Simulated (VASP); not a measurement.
# HC18Cl in VASP: a series of runs

The runs below take HC18Cl through single point, with PBE+D3(BJ).

All numbers are computed with VASP 6.6.1; they aren't measurements. Logs are shortened: lines on timing, memory, paths and dates and some standing lists are left out, and cuts for length are marked.

**1. The cell of the first run**

The cell holds a slab with vacuum, 20 atoms: a = 7.398 Å, b = 7.398 Å, c = 11.000 Å, α = 90.00°, β = 90.00°, γ = 120.00°.

**2. Single point, PBE+D3(BJ)**

INCAR reads:

```
  ALGO = Normal
  EDIFF = 1E-6
  ENCUT = 520
  GGA = PE
  ISIF = 2
  ISMEAR = 0
  IVDW = 12
  LASPH = T
  LCHARG = T
  LELF = T
  LREAL = Auto
  LVHAR = T
  LWAVE = F
  NBANDS = 56
  NELM = 60
  PREC = Accurate
  SIGMA = 0.02
```

KPOINTS reads:

```
k-points
0
Gamma
  2 2 1
```

POSCAR reads:

```
HC18Cl
1.0
    7.3980000000      0.0000000000      0.0000000000
   -3.6990000000      6.4068560000      0.0000000000
    0.0000000000      0.0000000000     11.0000000000
C Cl H
18 1 1
Direct
    0.0083355466      0.0041521685      0.0894236499
    0.2288093940      0.1143925887      0.0895396836
    0.0062261803      0.3367856028      0.0897169130
    0.2309851697      0.4491787712      0.0897171434
    0.0076674876      0.6723330691      0.0893854964
    0.2295614393      0.7832611916      0.0893488571
    0.3397541037      0.0033301904      0.0892879367
    0.5643792042      0.1158147125      0.0896050735
    0.3411646123      0.3392832666      0.0896839858
    0.5629356344      0.4500170459      0.0897066296
    0.3419231775      0.6709360977      0.0896612704
    0.5619902463      0.7809556080      0.0896919849
    0.6743094441      0.0056664863      0.0896798938
    0.8960846102      0.1167094713      0.0896453123
    0.6752590590      0.3375969525      0.0897139695
    0.8953326585      0.4476410356      0.0897042249
    0.6728652088      0.6700787634      0.0896214165
    0.8974840941      0.7822504863      0.0893133237
    0.1326064822     -0.0322672472      0.4104589917
    0.1432998473      0.0243073389      0.2980035433
```

Potentials or basis: VASP PAW PBE potentials, release 64 (C, Cl, H).

Started as:

```bash
> cat potpaw_PBE.64/C/POTCAR potpaw_PBE.64/Cl/POTCAR potpaw_PBE.64/H/POTCAR > POTCAR
> mpirun -np 1 vasp_std > vasp.out
```

OUTCAR:

```text
EDIFF = 1E-6
   ENCUT = 520
   GGA = PE
   ISIF = 2
   ISMEAR = 0
   IVDW = 12
   LASPH = T
   LREAL = Auto
   NELM = 60
   PREC = Accurate
 IVDW          = 12

 ion  position               nearest neighbor table
   1  0.008  0.004  0.089-   2 1.41  18 1.42  14 1.44
   2  0.229  0.114  0.090-   1 1.41   7 1.42   9 1.44
   3  0.006  0.337  0.090-  14 1.41  16 1.42   4 1.44
   4  0.231  0.449  0.090-   9 1.41  11 1.42   3 1.44
   5  0.008  0.672  0.089-  18 1.41   6 1.42  16 1.44
   6  0.230  0.783  0.089-   7 1.41   5 1.42  11 1.44
[... 10 lines left out ...]
  17  0.673  0.670  0.090-  10 1.41  12 1.42  18 1.44
  18  0.897  0.782  0.089-   5 1.41   1 1.42  17 1.44
  19  0.133  0.968  0.410-  20 1.30
  20  0.143  0.024  0.298-  19 1.30

  LATTYP: Found a hexagonal cell.
 ALAT       =     7.3980000000
 C/A-ratio  =     1.4868883482

  Lattice vectors:

 A1 = (   7.3980000000,   0.0000000000,   0.0000000000)
 A2 = (  -3.6990000000,   6.4068560000,   0.0000000000)
 A3 = (   0.0000000000,   0.0000000000,  11.0000000000)

Analysis of symmetry for initial positions (statically):
=====================================================================
 Subroutine PRICEL returns:
 Original cell was already a primitive cell.

 Routine SETGRP: Setting up the symmetry group for a
 hexagonal supercell.

 Subroutine GETGRP returns: Found  1 space group operations
 (whereof  1 operations were pure point group operations)
 out of a pool of 24 trial point group operations.

The static configuration has the point symmetry C_1 .

Analysis of symmetry for dynamics (positions and initial velocities):
=====================================================================
 Subroutine PRICEL returns:
 Original cell was already a primitive cell.

 Routine SETGRP: Setting up the symmetry group for a
 hexagonal supercell.

 Subroutine GETGRP returns: Found  1 space group operations
 (whereof  1 operations were pure point group operations)
 out of a pool of 24 trial point group operations.

The dynamic configuration has the point symmetry C_1 .

 Subroutine INISYM returns: Found  1 space group operations
 (whereof  1 operations are pure point group operations),
 and found     1 'primitive' translations

----------------------------------------------------------------------------------------

                                     Primitive cell

  volume of cell :     521.3771

[... 109 lines left out ...]
   ISIF   =      2    stress and relaxation
   ISYM   =      2    0-nonsym 1-usesym 2-fastsym
   POTIM  = 0.5000    time-step for ionic-motion
   TEBEG  =    0.0;   TEEND  =   0.0 temperature during run
   PSTRESS=    0.0 pullay stress
   NELECT =      80.0000    total number of electrons
   NUPDOWN=      -1.0000    fix difference up-down
   EMIN   =  10.00;   EMAX   =-10.00  energy-range for DOS
   EFERMI =   0.00;   METHOD = LEGACY
   ISMEAR =     0;   SIGMA  =   0.02  broadening in eV -4-tet -1-fermi 0-gaus
   EFERMI_NEDOS =   21; number of points for ismear=-14 and -15
   IALGO  =     38    algorithm
   IMIX   =      4    mixing-type and parameters
     AMIX     =   0.40;   BMIX     =  1.00
     AMIX_MAG =   1.60;   BMIX_MAG =  1.00
  volume/ion in A,a.u.               =      26.07       175.92
  Fermi-wavevector in a.u.,A,eV,Ry     =   0.876437  1.656226 10.451210  0.768142
  Thomas-Fermi vector in A             =   1.996247
   LORBIT       =      0    0 simple, 1 ext, 2 COOP (PROOUT), +10 PAW based schemes
   GGA     = PE    functional components
   LHFCALC =     F    Hartree Fock is set to
   AEXX    =    0.0000 exact exchange contribution
   IVDW    =    12    specifies the selected vdW correction
   LEPSILON=     F    determine dielectric tensor
   LRPA    =     F    only Hartree local field effects (RPA)
 non-spin polarized calculation
 Gauss-broadening in eV      SIGMA  =   0.02
  energy-cutoff  :      520.00
  volume of cell :      521.38
 maximum number of plane-waves:     14099
 NGX is ok and might be reduce to    56
   NGX = 27   NGY = 27   NGZ = 41

 number of electron      79.9999996 magnetization

 Free energy of the ion-electron system (eV)
  ---------------------------------------------------
  ext. energy  EPLUGINS =         0.00000000
  ---------------------------------------------------
  free energy    TOTEN  =      -171.73955610 eV

  energy without entropy =     -171.73955610  energy(sigma->0) =     -171.73955610

 E-fermi :  -1.4170     XC(G=0):  -4.6257

 val. band max:       -1.5145567780   @ k =   0.0000   0.0000   0.0000
 cond. band min:      -1.3117745482   @ k =   0.0000   0.0000   0.0000
 fundamental gap:      0.2027822298
 Fermi energy:        -1.4170351718

 k-point     1 :       0.0000    0.0000    0.0000
  band No.  band energies     occupation
      1     -20.9385      2.00000
      2     -18.4626      2.00000
      3     -18.4181      2.00000
      4     -18.3516      2.00000
      5     -18.3293      2.00000
      6     -18.2880      2.00000
[... 209 lines left out ...]
     51       4.6087      0.00000
     52       4.6556      0.00000
 [bands above 52 left out]

------------------------ aborting loop because EDIFF is reached ----------------------------------------

 Edisp (eV)   -1.77581

 E8    (eV) :    -0.5436

  FORCE on cell =-STRESS in cart. coord.  units (eV):
  Direction    XX          YY          ZZ          XY          YZ          ZX
  --------------------------------------------------------------------------------------
  -------------------------------------------------------------------------------------
  Total       1.13696     1.07220    -0.32667     0.02761     0.03634    -0.02016
  in kB       3.49384     3.29485    -1.00383     0.08483     0.11167    -0.06197
  external pressure =        1.93 kB  Pullay stress =        0.00 kB

 VOLUME and BASIS-vectors are now :
 -----------------------------------------------------------------------------
  energy-cutoff  :      520.00
  volume of cell :      521.38
      direct lattice vectors                 reciprocal lattice vectors
     7.398000000  0.000000000  0.000000000     0.135171668  0.078041398  0.000000000
    -3.699000000  6.406856000  0.000000000     0.000000000  0.156082796  0.000000000
     0.000000000  0.000000000 11.000000000     0.000000000  0.000000000  0.090909091

 POSITION                                       TOTAL-FORCE (eV/Angst)
 -----------------------------------------------------------------------------------
      0.04631      0.02660      0.98366        -0.007404      0.001304      0.001200
      1.26959      0.73290      0.98494        -0.002246      0.004143      0.000214
     -1.19971      2.15774      0.98689         0.010006      0.005157      0.000928
      0.04732      2.87782      0.98689        -0.001265     -0.006548     -0.001293
     -2.43024      4.30754      0.98324         0.001000     -0.008403     -0.001210
     -1.19899      5.01824      0.98284         0.008183      0.002554     -0.000074
[... 12 lines left out ...]
     -2.59862      6.20012      4.51505        -0.009703      0.030450     -0.101452
      0.97022      0.15573      3.27804         0.010362     -0.029752      0.105184
 -----------------------------------------------------------------------------------
    total drift:                               -0.007155     -0.000173     -0.014907

  FREE ENERGIE OF THE ION-ELECTRON SYSTEM (eV)
  ---------------------------------------------------
  free  energy   TOTEN  =      -173.5153616176 eV

  energy  without entropy=     -173.5153616176  energy(sigma->0) =     -173.51536162
```

Run time: 6.4 min. Hardware: 1 thread of AMD EPYC 7R43 (Zen 3), shared host; peak memory 0.59 GiB.

Results:

```
Free energy                : -173.5154 eV
Largest force              : 0.110 eV/Å
Band gap on the k mesh     : 0.20 eV, direct
Dispersion energy per atom : -0.089 eV
```

Forces on the atoms (eV/Å):
```
C   -0.007  0.001  0.001
C   -0.002  0.004  0.000
C    0.010  0.005  0.001
C   -0.001 -0.007 -0.001
C    0.001 -0.008 -0.001
C    0.008  0.003  0.000
C    0.005 -0.001  0.000
C   -0.008 -0.003  0.003
C    0.004 -0.005  0.000
C    0.009 -0.006  0.000
C   -0.007  0.001  0.001
C   -0.003  0.004 -0.001
C   -0.002 -0.001 -0.002
C    0.001 -0.002 -0.001
C   -0.002  0.004 -0.004
C    0.003  0.007 -0.001
C   -0.005  0.001  0.000
C   -0.006  0.002  0.001
Cl  -0.010  0.030 -0.101
H    0.010 -0.030  0.105
```

Caveat: the k points lie up to 0.49 Å⁻¹ apart.

**3. Single point, PBE+D3(BJ)**

INCAR reads:

```
SYSTEM = HC18Cl
PREC = Accurate ; ENCUT = 520
EDIFF = 1E-7 ; ISMEAR = 0
SIGMA = 0.02 ; LREAL = Auto
LASPH = .TRUE. ; NELM = 100
ALGO = Normal ; ISIF = 2
LWAVE = .FALSE. ; LCHARG = .FALSE.
GGA = PE ; IVDW = 12
NBANDS = 56
```

KPOINTS reads:

```
Automatic mesh
0
G
  2 2 1
  0 0 0
```

POSCAR reads:

```
HC18Cl
1.0
    7.3980000000      0.0000000000      0.0000000000
   -3.6990000000      6.4068560000      0.0000000000
    0.0000000000      0.0000000000     11.0000000000
C Cl H
18 1 1
Direct
    0.0049531988     -0.0068871316      0.1013906006
    0.2333647367      0.1055237578      0.1253315367
    0.0091667847      0.3297203614      0.1008444391
    0.2322033551      0.4417989488      0.0986338439
    0.0110030994      0.6625414584      0.0937303732
    0.2272870705      0.7692911980      0.0861682325
    0.3392428860     -0.0003530107      0.0649009486
    0.5695980360      0.1116040453      0.0861669302
    0.3457757354      0.3339337346      0.1013926045
    0.5624441229      0.4408319722      0.0911637464
    0.3409082942      0.6618480649      0.0896725530
    0.5645379483      0.7743503768      0.0872397213
    0.6770405731     -0.0020180855      0.0896717634
    0.8970897977      0.1066861828      0.0986315828
    0.6763462696      0.3278844066      0.0937299972
    0.8992015454      0.4396853740      0.0985444463
    0.6746735982      0.6642139310      0.0869212061
    0.8980545348      0.7764420819      0.0911624951
    0.2584291913      0.0804556260      0.2987844500
    0.3194199420      0.0194836774     -0.0340814910
```

Potentials or basis: VASP PAW PBE potentials, release 64 (C, Cl, H).

Started as:

```bash
> cat potpaw_PBE.64/C/POTCAR potpaw_PBE.64/Cl/POTCAR potpaw_PBE.64/H/POTCAR > POTCAR
> mpirun -np 1 vasp_std > vasp.out
```

It took 6.3 min on 1 thread of AMD EPYC 7R43 (Zen 3), shared host; peak memory 0.58 GiB.

The run converged. Its results:

| Quantity | Value |
| --- | --- |
| Free energy | -171.9584 eV |
| Largest force | 0.081 eV/Å |
| Band gap on the k mesh | 0.36 eV, direct |
| Dispersion energy per atom | -0.092 eV |

Forces in eV/Å, atoms in the order of the input:
```
C   -0.002  0.003 -0.001
C    0.010 -0.005  0.080
C    0.004 -0.002  0.000
C   -0.002 -0.003  0.007
C    0.000 -0.009  0.000
C    0.005  0.012 -0.001
C    0.000  0.008  0.001
C   -0.009 -0.014 -0.001
C   -0.004  0.000  0.001
C    0.004  0.000 -0.002
C    0.000  0.006  0.001
C   -0.006  0.004 -0.001
C   -0.007 -0.007  0.001
C    0.001  0.002  0.007
C    0.008  0.006  0.001
C    0.001  0.001  0.000
C    0.009 -0.005 -0.008
C    0.000 -0.003 -0.001
Cl  -0.007  0.005 -0.052
H   -0.004  0.002 -0.028
```

Levels at points of the mesh, in eV from the valence-band top:
```csv
k point,band 38,band 39,band 40,band 41,band 42,band 43
"(0.00, 0.00, 0.00)",-2.42,-1.21,0.00,0.36,1.22,2.88
"(0.50, 0.00, 0.00)",-2.30,-2.07,-1.33,1.25,2.08,2.66
"(0.00, 0.50, 0.00)",-2.30,-2.07,-1.33,1.25,2.08,2.66
"(0.50, 0.50, 0.00)",-2.33,-2.17,-0.84,0.62,2.25,2.65
```

Caveat: the k points lie up to 0.49 Å⁻¹ apart.
